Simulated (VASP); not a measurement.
# Hf3TiO8: single point with PBE+U

Hf3TiO8:

```xyz
12
Lattice="3.4049 -3.4105 0.0000 3.4049 3.4105 0.0000 0.0000 0.0000 6.3496" Properties=species:S:1:pos:R:3 pbc="T T T"
Hf    3.4049    0.0000    0.0000
Hf    0.0000    0.0000    1.6165
Hf    0.0000    0.0000    4.7331
Ti    3.4049    0.0000    3.1748
O     3.4049    1.2996    1.6630
O     3.4049    1.2996    4.6865
O     5.4852    0.0000    0.0000
O     5.4193    0.0000    3.1748
O     1.3246    0.0000    0.0000
O     1.3906    0.0000    3.1748
O     3.4049   -1.2996    1.6630
O     3.4049   -1.2996    4.6865
```

```yaml
Program: VASP 6.6.1
Task: single point
Functional: PBE
Potentials_or_basis: VASP PAW PBE potentials, release 64 (Hf_pv, Ti_sv, O)
Cutoff: 520 eV
k_mesh: 6 × 6 × 4
Occupations: gaussian, width 0.02 eV
Spin: no spin polarisation
Hubbard_terms: Ti d U = 4.0 eV
Dipole_correction: no
Further_INCAR_settings: ALGO = Normal; EDIFF = 1e-07; NBANDS = 57
```

```yaml
Pressure: -0.6 GPa
Largest_force: 0.471 eV/Å
Band_gap_on_the_k_mesh: 3.00 eV (least direct gap 3.01 eV)
```

Forces on the atoms (eV/Å):
```
Hf   0.000  0.000  0.000
Hf   0.000  0.000 -0.054
Hf   0.000  0.000  0.054
Ti   0.000  0.000  0.000
O    0.000  0.244 -0.356
O    0.000  0.244  0.356
O    0.052  0.000  0.000
O    0.471  0.000  0.000
O   -0.052  0.000  0.000
O   -0.471  0.000  0.000
O    0.000 -0.244 -0.356
O    0.000 -0.244  0.356
```

Stress tensor (GPa, compression positive):
```
-0.68  0.00  0.00
 0.00 -0.87  0.00
 0.00  0.00 -0.37
```

Levels at points of the mesh, in eV from the valence-band top:
| k point | band 43 | band 44 | band 45 | band 46 | band 47 | band 48 |
| --- | --- | --- | --- | --- | --- | --- |
| (0.00, 0.00, 0.00) | -0.54 | -0.48 | 0.00 | 3.01 | 3.34 | 3.48 |
| (0.50, 0.00, 0.00) | -0.92 | -0.69 | -0.61 | 3.03 | 3.24 | 3.28 |
| (0.50, 0.50, 0.00) | -0.98 | -0.61 | -0.51 | 3.00 | 3.38 | 3.43 |
| (0.00, 0.00, 0.50) | -1.02 | -0.64 | -0.32 | 3.19 | 3.31 | 3.59 |
| (0.50, 0.00, 0.50) | -0.81 | -0.66 | -0.63 | 3.35 | 3.36 | 3.63 |
| (0.50, 0.50, 0.50) | -1.18 | -1.02 | -1.01 | 3.34 | 3.41 | 3.62 |

Eigenvalues of the final occupation matrices:
```tsv
site	spin	trace	eigenvalues
site 4 d	1	0.76	0.08 0.09 0.09 0.24 0.26
site 4 d	2	0.76	0.08 0.09 0.09 0.24 0.26
```

Run time: 5.7 min on 1 thread of Intel(R) Xeon(R) Platinum 8259CL CPU @ 2.50GHz (Skylake/Cascade Lake), with other jobs on the host, peak memory 0.41 GiB.

Caveat: spin-orbit coupling is left out, which moves the levels of the heavy elements. A k mesh can miss the band edges.
